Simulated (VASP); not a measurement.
# Cr (Pm-3n) in VASP: single point with BLYP

Aim: the single point of Cr with BLYP.

Everything below comes from runs of VASP 6.6.1. Logs are shortened: lines on timing, memory, paths and dates and some standing lists are left out, and cuts for length are marked.

### 1 The cell of the first run

The structure is cubic, space group Pm-3n (No. 223). The conventional cell has a = 4.591 Å, b = 4.591 Å, c = 4.591 Å, α = 90.00°, β = 90.00°, γ = 90.00°. Cr (site symmetry m-3) has 12 Cr at 2.57 Å within 3.4 Å. Cr (site symmetry -4m2) has 14 Cr at 2.30 to 2.81 Å within 3.0 Å.

### 2 Single point, BLYP, collinear spin, ferromagnetic start

File INCAR:

```
SYSTEM = Cr
AGGAC = 1.0
AGGAX = 1.0
ALDAC = 0.0
ALDAX = 1.0
ALGO = Normal
EDIFF = 1E-7
ENCUT = 520
GGA = B5
ISIF = 2
ISMEAR = -1
ISPIN = 2
LASPH = .True.
LCHARG = .False.
LMAXMIX = 4
LORBIT = 11
LREAL = .False.
LWAVE = .False.
MAGMOM = 1.5 1.5 1.5 1.5 1.5 1.5 1.5 1.5
NBANDS = 62
NELM = 150
PREC = Accurate
SIGMA = 0.05
```

File KPOINTS:

```
k-points
0
Gamma
  7 7 7
  0 0 0
```

File POSCAR:

```
Cr
1.0
    4.5907245234      0.0000000000      0.0000000000
    0.0000000000      4.5907245234      0.0000000000
    0.0000000000      0.0000000000      4.5907245234
Cr
8
Direct
    0.0000000000      1.0000000000      0.0000000000
    0.5000000000      0.5000000000      0.5000000000
    0.2500000000      0.0000000000      0.5000000000
    0.7500000000      1.0000000000      0.5000000000
    0.5000000000      0.2500000000      1.0000000000
    0.5000000000      0.7500000000      1.0000000000
    1.0000000000      0.5000000000      0.2500000000
    1.0000000000      0.5000000000      0.7500000000
```

Potentials or basis: VASP PAW PBE potentials, release 64 (Cr_pv).

Run with:

```
$ cat potpaw_PBE.64/Cr_pv/POTCAR > POTCAR
$ mpirun -np 1 vasp_std > vasp.out
```

OUTCAR:

```text
SYSTEM = Cr
   EDIFF = 1E-7
   ENCUT = 520
   GGA = B5
   ISIF = 2
   ISMEAR = -1
   ISPIN = 2
   LASPH = .True.
   LORBIT = 11
   LREAL = .False.
   NELM = 150
   PREC = Accurate

 ion  position               nearest neighbor table
   1  0.000  0.000  0.000-   3 2.57   4 2.57   5 2.57   6 2.57   7 2.57   8 2.57   3 2.57   4 2.57
                             7 2.57   8 2.57   5 2.57   6 2.57
   2  0.500  0.500  0.500-   3 2.57   4 2.57   5 2.57   6 2.57   7 2.57   8 2.57   5 2.57   6 2.57
                             3 2.57   4 2.57   7 2.57   8 2.57
   3  0.250  0.000  0.500-   4 2.30   4 2.30   1 2.57   1 2.57   2 2.57   2 2.57   5 2.81   6 2.81
                             6 2.81   5 2.81   8 2.81   7 2.81   8 2.81   7 2.81
   4  0.750  0.000  0.500-   3 2.30   3 2.30   1 2.57   1 2.57   2 2.57   2 2.57   5 2.81   6 2.81
                             6 2.81   5 2.81   8 2.81   7 2.81   8 2.81   7 2.81
   5  0.500  0.250  0.000-   6 2.30   6 2.30   1 2.57   2 2.57   2 2.57   1 2.57   3 2.81   4 2.81
                             3 2.81   4 2.81   8 2.81   7 2.81   7 2.81   8 2.81
   6  0.500  0.750  0.000-   5 2.30   5 2.30   1 2.57   2 2.57   2 2.57   1 2.57   3 2.81   4 2.81
                             3 2.81   4 2.81   8 2.81   7 2.81   7 2.81   8 2.81
   7  0.000  0.500  0.250-   8 2.30   8 2.30   1 2.57   2 2.57   1 2.57   2 2.57   3 2.81   4 2.81
                             5 2.81   3 2.81   4 2.81   6 2.81   5 2.81   6 2.81
   8  0.000  0.500  0.750-   7 2.30   7 2.30   1 2.57   2 2.57   1 2.57   2 2.57   3 2.81   4 2.81
                             5 2.81   3 2.81   4 2.81   6 2.81   5 2.81   6 2.81

  LATTYP: Found a simple cubic cell.
 ALAT       =     4.5907245234

  Lattice vectors:

 A1 = (   4.5907245234,   0.0000000000,   0.0000000000)
 A2 = (   0.0000000000,   4.5907245234,   0.0000000000)
 A3 = (   0.0000000000,   0.0000000000,   4.5907245234)

Analysis of symmetry for initial positions (statically):
=====================================================================
 Subroutine PRICEL returns:
 Original cell was already a primitive cell.

 Routine SETGRP: Setting up the symmetry group for a
 simple cubic supercell.

 Subroutine GETGRP returns: Found 48 space group operations
 (whereof 24 operations were pure point group operations)
 out of a pool of 48 trial point group operations.

The static configuration has the point symmetry T_h .
 The point group associated with its full space group is O_h .

Analysis of symmetry for dynamics (positions and initial velocities):
=====================================================================
 Subroutine PRICEL returns:
 Original cell was already a primitive cell.

 Routine SETGRP: Setting up the symmetry group for a
 simple cubic supercell.

 Subroutine GETGRP returns: Found 48 space group operations
 (whereof 24 operations were pure point group operations)
 out of a pool of 48 trial point group operations.

The dynamic configuration has the point symmetry T_h .
 The point group associated with its full space group is O_h .

Analysis of structural, dynamic, and magnetic symmetry:
=====================================================================
 Subroutine PRICEL returns:
 Original cell was already a primitive cell.

 Routine SETGRP: Setting up the symmetry group for a
 simple cubic supercell.

 Subroutine GETGRP returns: Found 48 space group operations
 (whereof 24 operations were pure point group operations)
 out of a pool of 48 trial point group operations.

The overall configuration has the point symmetry T_h .
 The point group associated with its full space group is O_h .

 Subroutine INISYM returns: Found 48 space group operations
 (whereof 24 operations are pure point group operations),
 and found     1 'primitive' translations

----------------------------------------------------------------------------------------

                                     Primitive cell

  volume of cell :      96.7484

  direct lattice vectors                    reciprocal lattice vectors
     4.590724523  0.000000000  0.000000000     0.217830540  0.000000000  0.000000000
     0.000000000  4.590724523  0.000000000     0.000000000  0.217830540  0.000000000
     0.000000000  0.000000000  4.590724523     0.000000000  0.000000000  0.217830540

  length of vectors
[... 78 lines left out ...]
   NGXF,Y,Z  is equivalent  to a cutoff of  26.07, 26.07, 26.07 a.u.
 SYSTEM =  Cr
   PREC   = accura    normal or accurate (medium, high low for compatibility)
   ISTART =      0    job   : 0-new  1-cont  2-samecut
   ICHARG =      2    charge: 1-file 2-atom 10-const
   ISPIN  =      2    spin polarized calculation?
   LNONCOLLINEAR =      F non collinear calculations
   LSORBIT =      F    spin-orbit coupling
   LASPH  =      T    aspherical Exc in radial PAW
   ENCUT  =  520.0 eV  38.22 Ry    6.18 a.u.   8.54  8.54  8.54*2*pi/ulx,y,z
   NELM   =    150;   NELMIN=  2; NELMDL= -5     # of ELM steps
   EDIFF  = 0.1E-06   stopping-criterion for ELM
   LREAL  =      F    real-space projection
   EDIFFG = 0.1E-05   stopping-criterion for IOM
   NSW    =      0    number of steps for IOM
   IBRION =     -1    ionic relax: 0-MD 1-quasi-New 2-CG
   NFREE  =      0    steps in history (QN), initial steepest desc. (CG)
   ISIF   =      2    stress and relaxation
   ISYM   =      2    0-nonsym 1-usesym 2-fastsym
   POTIM  = 0.5000    time-step for ionic-motion
   TEBEG  =    0.0;   TEEND  =   0.0 temperature during run
   PSTRESS=    0.0 pullay stress
   NELECT =      96.0000    total number of electrons
   NUPDOWN=      -1.0000    fix difference up-down
   EMIN   =  10.00;   EMAX   =-10.00  energy-range for DOS
   EFERMI =   0.00;   METHOD = LEGACY
   ISMEAR =    -1;   SIGMA  =   0.05  broadening in eV -4-tet -1-fermi 0-gaus
   EFERMI_NEDOS =   21; number of points for ismear=-14 and -15
   IALGO  =     38    algorithm
   IMIX   =      4    mixing-type and parameters
     AMIX     =   0.40;   BMIX     =  1.00
     AMIX_MAG =   1.60;   BMIX_MAG =  1.00
  volume/ion in A,a.u.               =      12.09        81.61
  Fermi-wavevector in a.u.,A,eV,Ry     =   1.632866  3.085670 36.276574  2.666253
  Thomas-Fermi vector in A             =   2.724766
   LORBIT       =     11    0 simple, 1 ext, 2 COOP (PROOUT), +10 PAW based schemes
   GGA     = B5    functional components
   LHFCALC =     F    Hartree Fock is set to
   AEXX    =    0.0000 exact exchange contribution
   IVDW    =     0    specifies the selected vdW correction
   LEPSILON=     F    determine dielectric tensor
   LRPA    =     F    only Hartree local field effects (RPA)
 spin polarized calculation
  energy-cutoff  :      520.00
  volume of cell :       96.75
 maximum number of plane-waves:      2620
 NGX is ok and might be reduce to    36
   NGX = 17   NGY = 17   NGZ = 17

 number of electron      95.9999923 magnetization       0.0000869

 number of electron      95.9999923 magnetization      -0.0000090

 Free energy of the ion-electron system (eV)
  ---------------------------------------------------
  ext. energy  EPLUGINS =         0.00000000
  ---------------------------------------------------
  free energy    TOTEN  =       -66.08108701 eV

  energy without entropy =      -66.04107150  energy(sigma->0) =      -66.06107926

 E-fermi :  10.6106     XC(G=0): -12.8276

 val. band max:       10.5898747589   @ k =   0.4286   0.0000   0.0000
 cond. band min:      10.6680450055   @ k =   0.4286   0.1429   0.0000
 fundamental gap:      0.0781702466
 Fermi energy:        10.6106113103

 spin component 1

 k-point     1 :       0.0000    0.0000    0.0000
  band No.  band energies     occupation
      1     -32.8182      1.00000
      2     -32.8182      1.00000
      3     -32.7203      1.00000
      4     -32.5404      1.00000
      5     -32.5404      1.00000
      6     -32.5404      1.00000
[... 1249 lines left out ...]
     59      12.1886      0.00000
     60      12.2732      0.00000
 Fermi energy:        10.6106113103

 spin component 2

 k-point     1 :       0.0000    0.0000    0.0000
  band No.  band energies     occupation
      1     -32.8182      1.00000
      2     -32.8182      1.00000
      3     -32.7203      1.00000
      4     -32.5404      1.00000
      5     -32.5404      1.00000
      6     -32.5404      1.00000
[... 1249 lines left out ...]
     59      12.1886      0.00000
     60      12.2732      0.00000
 [bands above 60 left out]

------------------------ aborting loop because EDIFF is reached ----------------------------------------

  FORCE on cell =-STRESS in cart. coord.  units (eV):
  Direction    XX          YY          ZZ          XY          YZ          ZX
  --------------------------------------------------------------------------------------
  -------------------------------------------------------------------------------------
  Total       -0.1083942     -0.1083942     -0.1083942      0.0000000     -0.0000000     -0.0000000
  in kB       -1.7950346     -1.7950346     -1.7950346      0.0000000     -0.0000000     -0.0000000
  external PRESSURE =      -1.7950346 kB  Pullay stress =       0.0000000 kB

 VOLUME and BASIS-vectors are now :
 -----------------------------------------------------------------------------
  energy-cutoff  :      520.00
  volume of cell :       96.75
      direct lattice vectors                 reciprocal lattice vectors
     4.590724523  0.000000000  0.000000000     0.217830540  0.000000000  0.000000000
     0.000000000  4.590724523  0.000000000     0.000000000  0.217830540  0.000000000
     0.000000000  0.000000000  4.590724523     0.000000000  0.000000000  0.217830540

 POSITION                                       TOTAL-FORCE (eV/Angst)
 -----------------------------------------------------------------------------------
      0.00000      0.00000      0.00000         0.000000      0.000000      0.000000
      2.29536      2.29536      2.29536         0.000000      0.000000      0.000000
      1.14768      0.00000      2.29536         0.000000      0.000000      0.000000
      3.44304      0.00000      2.29536        -0.000000      0.000000     -0.000000
      2.29536      1.14768      0.00000         0.000000     -0.000000     -0.000000
      2.29536      3.44304      0.00000        -0.000000      0.000000     -0.000000
      0.00000      2.29536      1.14768        -0.000000     -0.000000     -0.000000
      0.00000      2.29536      3.44304         0.000000     -0.000000      0.000000
 -----------------------------------------------------------------------------------
    total drift:                                0.000000      0.000000     -0.000000

  FREE ENERGIE OF THE ION-ELECTRON SYSTEM (eV)
  ---------------------------------------------------
  free  energy   TOTEN  =       -66.0810870127 eV

  energy  without entropy=      -66.0410714975  energy(sigma->0) =      -66.06107926

 total charge

# of ion       s       p       d       tot
------------------------------------------
    1        0.409   6.387   4.224  11.021
    2        0.409   6.387   4.224  11.021
    3        0.396   6.364   4.239  10.999
    4        0.396   6.364   4.239  10.999
    5        0.396   6.364   4.239  10.999
    6        0.396   6.364   4.239  10.999
    7        0.396   6.364   4.239  10.999
    8        0.396   6.364   4.239  10.999
--------------------------------------------------
tot          3.192  50.959  33.882  88.033

 magnetization (x)

# of ion       s       p       d       tot
------------------------------------------
    1        0.000   0.000   0.000   0.000
    2        0.000   0.000   0.000   0.000
    3       -0.000  -0.000  -0.000  -0.000
    4       -0.000  -0.000  -0.000  -0.000
    5       -0.000  -0.000  -0.000  -0.000
    6       -0.000  -0.000  -0.000  -0.000
    7       -0.000  -0.000  -0.000  -0.000
    8       -0.000  -0.000  -0.000  -0.000
--------------------------------------------------
tot          0.000   0.000  -0.000   0.000
```

It took 8.7 min on 1 thread of Intel Xeon 8259CL, shared host; peak memory 0.33 GiB.

What came out:

| Property | Result |
| --- | --- |
| Free energy | -66.0811 eV |
| Pressure | -0.2 GPa |
| Band gap on the k mesh | zero (filled and empty bands overlap) |
| Net moment | 0.00 μB per cell |
| Valence electrons inside the program's atomic spheres | Cr 11.02, 11.00 (each value once) |

Caveat: the moments typed at the start vanished in this run; the PAW data sets were made with another functional, which shifts forces and pressure a little.

The gap in the log of VASP goes by the Fermi energy; the results here count the filled bands.